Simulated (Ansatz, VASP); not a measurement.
C: VASP beside Ansatz

```xyz
4
Lattice="2.4227 0.0000 0.0000 -1.2114 2.0981 0.0000 0.0000 0.0000 6.9159" Properties=species:S:1:pos:R:3 pbc="T T T"
C     1.2114    2.0981    1.7290
C     0.0000    0.0000    5.1869
C     0.0000    1.3988    1.7290
C     1.2114    0.6994    5.1869
```

Alike in both runs: task single point; functional r2SCAN; k mesh 14 × 14 × 4; occupations fermi-dirac, width 0.05 eV; no spin polarisation.

```csv
,VASP,Ansatz
version,VASP 6.6.1,Ansatz 0.2.0
potentials or method,"VASP PAW PBE potentials, release 64 (C), cutoff 520 eV","plane waves (500 eV) with PAW, scalar-relativistic"
valence electrons in the cell,16,16
```

VASP gave:

- pressure (GPa): 12.8
- traceless stress, the component that is largest in VASP (GPa): -12.48

Which values does Ansatz return?

Pressure (GPa): 12.1; traceless stress, the component that is largest in VASP (GPa): -11.67.

VASP's potentials were made for PBE, not for r2SCAN.
